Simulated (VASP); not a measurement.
# TiO2 (C2/c) in VASP: settings compared

Aim: see how the results for TiO2 move with the level of theory and the settings. Levels: BLYP, LDA, r2SCAN. Tasks: single point.

Everything below comes from runs of VASP 6.6.1. Logs are shortened: lines on timing, memory, paths and dates and some standing lists are left out, and cuts for length are marked.

## (1) The cell of the first run

Symmetry: C2/c, No. 15, monoclinic system. Conventional cell: a = 5.412 Å, b = 5.413 Å, c = 5.472 Å, α = 90.00°, β = 118.77°, γ = 90.00°. Within 2.6 Å of Ti (site symmetry 2) lie 6 O at 1.93 to 2.00 Å. O (site symmetry 1) has 3 Ti at 1.93 to 2.00 Å and 2 O at 2.50 Å within 2.6 Å.

## (2) Single point, BLYP

The input, INCAR:

```
SYSTEM = TiO2
PREC = Accurate
ENCUT = 520
EDIFF = 1E-7
ISMEAR = -1
SIGMA = 0.05
LREAL = .False.
LASPH = .True.
NELM = 60
ALGO = Normal
ISIF = 2
LWAVE = .False.
LCHARG = .True.
GGA = B5
ALDAX = 1.0
AGGAX = 1.0
AGGAC = 1.0
ALDAC = 0.0
LELF = .True.
LVHAR = .True.
NBANDS = 33
```

The input, KPOINTS:

```
Automatic mesh
0
Gamma
  6 6 6
  0 0 0
```

The input, POSCAR:

```
TiO2
1.0
    3.8273490000      0.0000000000      0.0000000000
   -0.0008784179      3.8273488992      0.0000000000
   -1.8619738737     -1.8624012659      4.7966369089
Ti O
2 4
Direct
    0.1341100000      0.8658900000      0.2500000000
    0.8658900000      0.1341100000      0.7500000000
    0.3312210000      0.0887550000      0.6671490000
    0.6687790000      0.9112450000      0.3328510000
    0.9112450000      0.6687790000      0.8328510000
    0.0887550000      0.3312210000      0.1671490000
```

Potentials or basis: VASP PAW PBE potentials, release 64 (Ti_sv, O).

Command:

```sh
cat potpaw_PBE.64/Ti_sv/POTCAR potpaw_PBE.64/O/POTCAR > POTCAR
mpirun -np 1 vasp_std > vasp.out
```

OUTCAR:

```text
SYSTEM = TiO2
   PREC = Accurate
   ENCUT = 520
   EDIFF = 1E-7
   ISMEAR = -1
   LREAL = .False.
   LASPH = .True.
   NELM = 60
   ISIF = 2
   GGA = B5

 ion  position               nearest neighbor table
   1  0.134  0.866  0.250-   6 1.93   4 1.93   4 1.98   6 1.98   3 2.00   5 2.00
   2  0.866  0.134  0.750-   5 1.93   3 1.93   3 1.98   5 1.98   4 2.00   6 2.00
   3  0.331  0.089  0.667-   2 1.93   2 1.98   1 2.00
   4  0.669  0.911  0.333-   1 1.93   1 1.98   2 2.00
   5  0.911  0.669  0.833-   2 1.93   2 1.98   1 2.00
   6  0.089  0.331  0.167-   1 1.93   1 1.98   2 2.00

  LATTYP: Found a base centered monoclinic cell.
 ALAT       =     5.4120676928
 B/A-ratio  =     1.0002295371
 C/A-ratio  =     1.0110810342
 COS(beta)  =    -0.4812704979

  Lattice vectors:

 A1 = (   3.8273490000,   0.0000000000,   0.0000000000)
 A2 = (  -0.0008784179,   3.8273488992,   0.0000000000)
 A3 = (  -1.8619738737,  -1.8624012659,   4.7966369089)

Analysis of symmetry for initial positions (statically):
=====================================================================
 Subroutine PRICEL returns:
 Original cell was already a primitive cell.

 Routine SETGRP: Setting up the symmetry group for a
 base centered monoclinic supercell.

 Subroutine GETGRP returns: Found  4 space group operations
 (whereof  2 operations were pure point group operations)
 out of a pool of  4 trial point group operations.

The static configuration has the point symmetry S_2 .
 The point group associated with its full space group is C_2h.

Analysis of symmetry for dynamics (positions and initial velocities):
=====================================================================
 Subroutine PRICEL returns:
 Original cell was already a primitive cell.

 Routine SETGRP: Setting up the symmetry group for a
 base centered monoclinic supercell.

 Subroutine GETGRP returns: Found  4 space group operations
 (whereof  2 operations were pure point group operations)
 out of a pool of  4 trial point group operations.

The dynamic configuration has the point symmetry S_2 .
 The point group associated with its full space group is C_2h.

 Subroutine INISYM returns: Found  4 space group operations
 (whereof  2 operations are pure point group operations),
 and found     1 'primitive' translations

----------------------------------------------------------------------------------------

                                     Primitive cell

  volume of cell :      70.2640

  direct lattice vectors                    reciprocal lattice vectors
     3.827349000  0.000000000  0.000000000     0.261277453  0.000059966  0.101446802
    -0.000878418  3.827348899  0.000000000     0.000000000  0.261277460  0.101446802
    -1.861973874 -1.862401266  4.796636909     0.000000000  0.000000000  0.208479403

  length of vectors
     3.827349000  3.827349000  5.472039000     0.280280868  0.280280868  0.208479403

  position of ions in fractional coordinates (direct lattice)
     0.134110000  0.865890000  0.250000000
     0.865890000  0.134110000  0.750000000
     0.331221000  0.088755000  0.667149000
     0.668779000  0.911245000  0.332851000
     0.911245000  0.668779000  0.832851000
     0.088755000  0.331221000  0.167149000

  ion indices of the primitive-cell ions
   primitive index   ion index
                 1           1
                 2           2
                 3           3
                 4           4
                 5           5
                 6           6

----------------------------------------------------------------------------------------

 KPOINTS: Automatic mesh

Automatic generation of k-mesh.
 Grid dimensions read from file:
 generate k-points for:    6    6    6

 Generating k-lattice:

  Cartesian coordinates                     Fractional coordinates (reciprocal lattice)
     0.043546242  0.000009994  0.016907800     0.166666667  0.000000000  0.000000000
     0.000000000  0.043546243  0.016907800     0.000000000  0.166666667 -0.000000000
     0.000000000  0.000000000  0.034746567     0.000000000  0.000000000  0.166666667

  Length of vectors
     0.046713478  0.046713478  0.034746567

  Shift w.r.t. Gamma in fractional coordinates (k-lattice)
     0.000000000  0.000000000  0.000000000

 Subroutine IBZKPT returns following result:
 ===========================================

 Found     68 irreducible k-points:

 Following reciprocal coordinates:
            Coordinates               Weight
  0.000000  0.000000  0.000000      1.000000
  0.166667  0.000000  0.000000      4.000000
  0.333333  0.000000  0.000000      4.000000
  0.500000  0.000000  0.000000      2.000000
  0.166667  0.166667  0.000000      2.000000
  0.333333  0.166667  0.000000      4.000000
[... 16 lines left out ...]
 -0.333333  0.166667  0.166667      4.000000
 -0.166667  0.166667  0.166667      4.000000
 [... further k-points ...]
   k-points           NKPTS =     68   k-points in BZ     NKDIM =     68   number of bands    NBANDS=     33
   number of dos      NEDOS =    301   number of ions     NIONS =      6
   total plane-waves  NPLWV =  32928
   dimension x,y,z NGX =    28 NGY =   28 NGZ =   42
   dimension x,y,z NGXF=    56 NGYF=   56 NGZF=   84
   ions per type =               2   4
   NGX,Y,Z   is equivalent  to a cutoff of  12.16, 12.16, 12.76 a.u.
   NGXF,Y,Z  is equivalent  to a cutoff of  24.32, 24.32, 25.52 a.u.
 SYSTEM =  TiO2
   PREC   = accura    normal or accurate (medium, high low for compatibility)
   ISTART =      0    job   : 0-new  1-cont  2-samecut
   ICHARG =      2    charge: 1-file 2-atom 10-const
   ISPIN  =      1    spin polarized calculation?
   LNONCOLLINEAR =      F non collinear calculations
   LSORBIT =      F    spin-orbit coupling
   LASPH  =      T    aspherical Exc in radial PAW
   ENCUT  =  520.0 eV  38.22 Ry    6.18 a.u.   7.12  7.12 10.17*2*pi/ulx,y,z
   NELM   =     60;   NELMIN=  2; NELMDL= -5     # of ELM steps
   EDIFF  = 0.1E-06   stopping-criterion for ELM
   LREAL  =      F    real-space projection
   EDIFFG = 0.1E-05   stopping-criterion for IOM
   NSW    =      0    number of steps for IOM
   IBRION =     -1    ionic relax: 0-MD 1-quasi-New 2-CG
   NFREE  =      0    steps in history (QN), initial steepest desc. (CG)
   ISIF   =      2    stress and relaxation
   ISYM   =      2    0-nonsym 1-usesym 2-fastsym
   POTIM  = 0.5000    time-step for ionic-motion
   TEBEG  =    0.0;   TEEND  =   0.0 temperature during run
   PSTRESS=    0.0 pullay stress
   NELECT =      48.0000    total number of electrons
   NUPDOWN=      -1.0000    fix difference up-down
   EMIN   =  10.00;   EMAX   =-10.00  energy-range for DOS
   EFERMI =   0.00;   METHOD = LEGACY
   ISMEAR =    -1;   SIGMA  =   0.05  broadening in eV -4-tet -1-fermi 0-gaus
   EFERMI_NEDOS =   21; number of points for ismear=-14 and -15
   IALGO  =     38    algorithm
   IMIX   =      4    mixing-type and parameters
     AMIX     =   0.40;   BMIX     =  1.00
     AMIX_MAG =   1.60;   BMIX_MAG =  1.00
  volume/ion in A,a.u.               =      11.71        79.03
  Fermi-wavevector in a.u.,A,eV,Ry     =   1.441820  2.724644 28.284386  2.078844
  Thomas-Fermi vector in A             =   2.560409
   LORBIT       =      0    0 simple, 1 ext, 2 COOP (PROOUT), +10 PAW based schemes
   GGA     = B5    functional components
   LHFCALC =     F    Hartree Fock is set to
   AEXX    =    0.0000 exact exchange contribution
   IVDW    =     0    specifies the selected vdW correction
   LEPSILON=     F    determine dielectric tensor
   LRPA    =     F    only Hartree local field effects (RPA)
 non-spin polarized calculation
  energy-cutoff  :      520.00
  volume of cell :       70.26
 maximum number of plane-waves:      1908
   NGX = 15   NGY = 15   NGZ = 21

 number of electron      47.9999994 magnetization

 Free energy of the ion-electron system (eV)
  ---------------------------------------------------
  ext. energy  EPLUGINS =         0.00000000
  ---------------------------------------------------
  free energy    TOTEN  =       -51.73935961 eV

  energy without entropy =      -51.73935961  energy(sigma->0) =      -51.73935961

 E-fermi :   4.4544     XC(G=0): -10.1800

 val. band max:        3.3871361922   @ k =   0.5000   0.5000  -0.0000
 cond. band min:       5.4265971823   @ k =   0.0000   0.0000   0.0000
 fundamental gap:      2.0394609901
 Fermi energy:         4.4544292629

 k-point     1 :       0.0000    0.0000    0.0000
  band No.  band energies     occupation
      1     -52.9447      2.00000
      2     -52.8917      2.00000
      3     -29.5095      2.00000
      4     -29.2921      2.00000
      5     -29.2915      2.00000
      6     -29.2326      2.00000
[... 25 lines left out ...]
     32       8.3698      0.00000
     33       8.3764      0.00000

 k-point     2 :       0.1667    0.0000    0.0000
  band No.  band energies     occupation
      1     -52.9414      2.00000
      2     -52.8941      2.00000
      3     -29.5007      2.00000
      4     -29.3211      2.00000
      5     -29.2943      2.00000
      6     -29.2419      2.00000
[... 25 lines left out ...]
     32       8.6445      0.00000
     33       8.9780      0.00000

 k-point     3 :       0.3333    0.0000    0.0000
  band No.  band energies     occupation
      1     -52.9335      2.00000
      2     -52.9001      2.00000
      3     -29.4814      2.00000
      4     -29.3771      2.00000
      5     -29.2988      2.00000
      6     -29.2595      2.00000
[... 25 lines left out ...]
     32       8.9842      0.00000
     33       9.4998      0.00000

 k-point     4 :       0.5000    0.0000    0.0000
  band No.  band energies     occupation
      1     -52.9281      2.00000
      2     -52.9046      2.00000
      3     -29.4682      2.00000
      4     -29.4085      2.00000
      5     -29.3007      2.00000
      6     -29.2641      2.00000
[... 25 lines left out ...]
     32       9.0768      0.00000
     33       9.7077      0.00000

 k-point     5 :       0.1667    0.1667    0.0000
  band No.  band energies     occupation
      1     -52.9364      2.00000
      2     -52.8982      2.00000
      3     -29.4802      2.00000
      4     -29.3429      2.00000
      5     -29.3109      2.00000
      6     -29.2485      2.00000
[... 604 lines left out ...]
 k-point    22 :       0.5000    0.1667    0.1667
  band No.  band energies     occupation
      1     -52.9275      2.00000
      2     -52.9042      2.00000
      3     -29.4875      2.00000
      4     -29.4024      2.00000
      5     -29.3139      2.00000
      6     -29.2884      2.00000
[... 25 lines left out ...]
     32       9.5891      0.00000
     33       9.8335      0.00000

 k-point    23 :      -0.3333    0.1667    0.1667
  band No.  band energies     occupation
      1     -52.9342      2.00000
      2     -52.8985      2.00000
      3     -29.5014      2.00000
      4     -29.3796      2.00000
      5     -29.3121      2.00000
      6     -29.2723      2.00000
[... 25 lines left out ...]
     32       9.6426      0.00000
     33       9.7194      0.00000

 k-point    24 :      -0.1667    0.1667    0.1667
  band No.  band energies     occupation
      1     -52.9372      2.00000
      2     -52.8974      2.00000
      3     -29.4883      2.00000
      4     -29.3416      2.00000
      5     -29.3103      2.00000
      6     -29.2482      2.00000
[... 25 lines left out ...]
     32       9.2044      0.00000
     33       9.2973      0.00000

 [... further k-points ...]
[... 5 lines left out ...]
  --------------------------------------------------------------------------------------
  -------------------------------------------------------------------------------------
  Total        1.5718064      1.5718109      2.1026531      0.0099279     -0.0297921     -0.0297856
  in kB       35.8407145     35.8408184     47.9452131      0.2263789     -0.6793262     -0.6791788
  external PRESSURE =      39.8755820 kB  Pullay stress =       0.0000000 kB

 VOLUME and BASIS-vectors are now :
 -----------------------------------------------------------------------------
  energy-cutoff  :      520.00
  volume of cell :       70.26
      direct lattice vectors                 reciprocal lattice vectors
     3.827349000  0.000000000  0.000000000     0.261277453  0.000059966  0.101446802
    -0.000878418  3.827348899  0.000000000     0.000000000  0.261277460  0.101446802
    -1.861973874 -1.862401266  4.796636909     0.000000000  0.000000000  0.208479403

 POSITION                                       TOTAL-FORCE (eV/Angst)
 -----------------------------------------------------------------------------------
      0.04703      2.84846      1.19916        -0.062770      0.062755     -0.000000
      1.91747     -0.88352      3.59748         0.062770     -0.062755     -0.000000
      0.02541     -0.90280      3.20007        -0.002610     -0.016715     -0.012997
      1.93909      2.86775      1.59657         0.002610      0.016715      0.012997
      1.93632      1.00855      3.99488         0.016715      0.002614      0.012997
      0.02818      0.95640      0.80175        -0.016715     -0.002614     -0.012997
 -----------------------------------------------------------------------------------
    total drift:                               -0.000000      0.000000     -0.000000

  FREE ENERGIE OF THE ION-ELECTRON SYSTEM (eV)
  ---------------------------------------------------
  free  energy   TOTEN  =       -51.7393596147 eV

  energy  without entropy=      -51.7393596145  energy(sigma->0) =      -51.73935961
```

Wall time 3.6 min (1 thread of Intel Xeon 6975P-C, shared host); peak memory 0.25 GiB.

Results:

* Free energy: -51.7394 eV
* Pressure: 4.0 GPa
* Largest force: 0.089 eV/Å
* Band gap on the k mesh: 2.04 eV, indirect (least direct gap 2.38 eV)

Forces on the atoms (eV/Å):
```
Ti  -0.063  0.063  0.000
Ti   0.063 -0.063  0.000
O   -0.003 -0.017 -0.013
O    0.003  0.017  0.013
O    0.017  0.003  0.013
O   -0.017 -0.003 -0.013
```

Stress tensor (GPa, compression positive):
```
 3.58  0.02 -0.07
 0.02  3.58 -0.07
-0.07 -0.07  4.79
```

Caveat: the PAW data sets were made with another functional, which shifts forces and pressure a little.

## (3) Single point, LDA

The input, INCAR:

```
PREC = Accurate
ENCUT = 520
EDIFF = 1E-6
ISMEAR = -1
SIGMA = 0.05
LREAL = False
LASPH = True
NELM = 80
ALGO = Normal
ISIF = 2
LWAVE = False
LCHARG = False
NBANDS = 33
```

The input, KPOINTS:

```
regular mesh
0
Gamma
  6 6 6
```

POSCAR is that of step 2.

Potentials or basis: VASP PAW LDA potentials, release 64 (Ti_sv, O).

Command:

```sh
cat potpaw_LDA.64/Ti_sv/POTCAR potpaw_LDA.64/O/POTCAR > POTCAR
mpirun -np 1 vasp_std > vasp.out
```

Run time: 3 min. Hardware: 1 thread of Intel Xeon 6975P-C, shared host; peak memory 0.24 GiB.

The run converged. Its results:

* Free energy: -58.6840 eV
* Pressure: -11.9 GPa
* Largest force: 0.314 eV/Å
* Band gap on the k mesh: 1.95 eV, indirect (least direct gap 2.30 eV)

Forces in eV/Å, atoms in the order of the input:
```
Ti  -0.047  0.047  0.000
Ti   0.047 -0.047  0.000
O    0.039 -0.024 -0.310
O   -0.039  0.024  0.310
O    0.024 -0.039  0.310
O   -0.024  0.039 -0.310
```

Stress tensor (GPa, compression positive):
```
-12.02   0.02  -0.29
  0.02 -12.02  -0.29
 -0.29  -0.29 -11.74
```

Levels at points of the mesh, in eV from the valence-band top:
```
           k point  band 21  band 22  band 23  band 24  band 25  band 26  band 27  band 28
(0.00, 0.00, 0.00)    -0.78    -0.72    -0.45    -0.44     1.95     2.69     3.73     3.74
(0.50, 0.00, 0.00)    -1.89    -0.92    -0.88    -0.62     3.11     3.27     3.31     3.55
(0.50, 0.50, 0.00)    -2.21    -1.89    -0.01     0.00     3.14     3.18     3.46     3.80
(0.00, 0.00, 0.50)    -1.25    -1.25    -0.13    -0.13     2.30     2.30     3.56     3.56
(0.50, 0.00, 0.50)    -1.88    -0.91    -0.87    -0.62     2.97     3.38     3.40     3.44
(0.50, 0.50, 0.50)    -2.05    -2.05    -0.02    -0.02     3.16     3.16     3.64     3.64
```

A k mesh can miss the band edges.

## (4) Single point, r2SCAN

POSCAR is that of step 3.

The input, INCAR.step1:

```
PREC = Accurate ; ENCUT = 520
ISMEAR = -1 ; SIGMA = 0.05
LREAL = F ; LASPH = T
NELM = 100 ; NBANDS = 33
GGA = PE ; ALGO = Normal
EDIFF = 1E-4 ; LWAVE = T
LCHARG = F
```

The input, INCAR.step2:

```
PREC = Accurate ; ENCUT = 520
EDIFF = 1E-6 ; ISMEAR = -1
SIGMA = 0.05 ; LREAL = F
LASPH = T ; NELM = 100
ALGO = Normal ; ISIF = 2
LWAVE = F ; LCHARG = T
METAGGA = R2SCAN ; LMIXTAU = T
LELF = T ; LVHAR = T
NBANDS = 33 ; ISTART = 1
```

KPOINTS is that of step 3.

Potentials or basis: VASP PAW PBE potentials, release 64 (Ti_sv, O).

Command:

```sh
cat potpaw_PBE.64/Ti_sv/POTCAR potpaw_PBE.64/O/POTCAR > POTCAR
cp INCAR.step1 INCAR
mpirun -np 1 vasp_std > vasp.out
cp INCAR.step2 INCAR
mpirun -np 1 vasp_std > vasp.out
```

It took 7.7 min on 1 thread of Intel Xeon 6975P-C, shared host; peak memory 0.27 GiB.

It converged, with:

```yaml
Free_energy: -69.8262 eV
Pressure: -5.2 GPa
Largest_force: 0.199 eV/Å
Band_gap_on_the_k_mesh: 2.46 eV, indirect (least direct gap 2.82 eV)
```

Forces on the atoms (eV/Å):
```
Ti  -0.067  0.067  0.000
Ti   0.067 -0.067  0.000
O    0.019 -0.024 -0.196
O   -0.019  0.024  0.196
O    0.024 -0.019  0.196
O   -0.024  0.019 -0.196
```

Stress tensor (GPa, compression positive):
```
-5.26  0.02 -0.16
 0.02 -5.26 -0.16
-0.16 -0.16 -5.21
```

Levels at points of the mesh, in eV from the valence-band top:
```csv
k point,band 20,band 21,band 22,band 23,band 24,band 25,band 26,band 27,band 28,band 29
"(0.00, 0.00, 0.00)",-0.83,-0.79,-0.76,-0.46,-0.45,2.46,3.18,4.21,4.22,4.26
"(0.50, 0.00, 0.00)",-2.00,-1.86,-0.93,-0.91,-0.66,3.61,3.75,3.76,4.01,4.49
"(0.50, 0.50, 0.00)",-2.49,-2.19,-1.89,-0.02,0.00,3.61,3.65,3.90,4.24,5.09
"(0.00, 0.00, 0.50)",-1.38,-1.29,-1.29,-0.15,-0.15,2.81,2.81,4.05,4.05,4.46
"(0.50, 0.00, 0.50)",-1.90,-1.89,-0.91,-0.91,-0.66,3.46,3.84,3.88,3.88,4.57
"(0.50, 0.50, 0.50)",-2.64,-2.04,-2.04,-0.02,-0.02,3.63,3.63,4.08,4.08,5.11
```

Caveat: the PAW data sets were made with another functional, which shifts forces and pressure a little. r2SCAN opens gaps a little over a GGA but as a rule still falls short of measured ones.

## (5) Summary

| level | potentials or basis | gap on the mesh (eV) | pressure (GPa) | largest force (eV/Å) |
| --- | --- | --- | --- | --- |
| BLYP | VASP PAW PBE potentials, release 64 (Ti_sv, O) | 2.04 | 4.0 | 0.09 |
| LDA | VASP PAW LDA potentials, release 64 (Ti_sv, O) | 1.95 | -11.9 | 0.31 |
| r2SCAN | VASP PAW PBE potentials, release 64 (Ti_sv, O) | 2.46 | -5.2 | 0.20 |

Alike in all rows: task single point; no spin polarisation; cell as given; k mesh 6 × 6 × 6; cutoff (eV) 520; smearing fermi-dirac 0.05 eV.

Caveats: the PAW data sets were made with another functional, which shifts forces and pressure a little (some runs).

Absolute energies hang on the potentials; compare differences alone.
